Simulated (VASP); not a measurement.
**Pd: single point with r2SCAN**

The system is Pd.

```
Pd
1.0
     0.00000    1.95517    1.95517
     1.95517    0.00000    1.95517
     1.95517    1.95517    0.00000
Pd
1
Direct
  0.00000 0.00000 0.00000
```

| Item | Value |
| --- | --- |
| Program | VASP 6.6.1 |
| Task | single point |
| Functional | r2SCAN |
| Potentials or basis | VASP PAW PBE potentials, release 64 (Pd) |
| Cutoff | 550 eV |
| k mesh | 18 × 18 × 18 |
| Occupations | gaussian, width 0.1 eV |
| Spin | no spin polarisation |
| Dipole correction | no |
| Further INCAR settings | ALGO = Normal; EDIFF = 1e-06; NBANDS = 11 |

```json
{"Pressure": "0.2 GPa", "Band gap on the k mesh": "zero (band 5 reaches 9.69 eV, above the bottom of band 6 at 8.05 eV)"}
```

Levels at points of the mesh, in eV from the Fermi level:
```
           k point  band 2  band 3  band 4  band 5  band 6  band 7  band 8  band 9
(0.00, 0.00, 0.00)   -2.85   -2.85   -2.85   -1.28   -1.28   18.02   22.50   22.93
(0.50, 0.00, 0.00)   -2.93   -2.93   -0.04   -0.04    1.32    7.60   17.41   22.00
(0.50, 0.50, 0.00)   -5.15   -0.10    0.30    0.30    3.66   11.17   13.85   13.85
```

Wall time 4.1 min on 1 thread of AMD EPYC 7R13 (shared host), peak memory 0.14 GiB.

Caveat: the PAW data sets were made with another functional, which shifts forces and pressure a little.
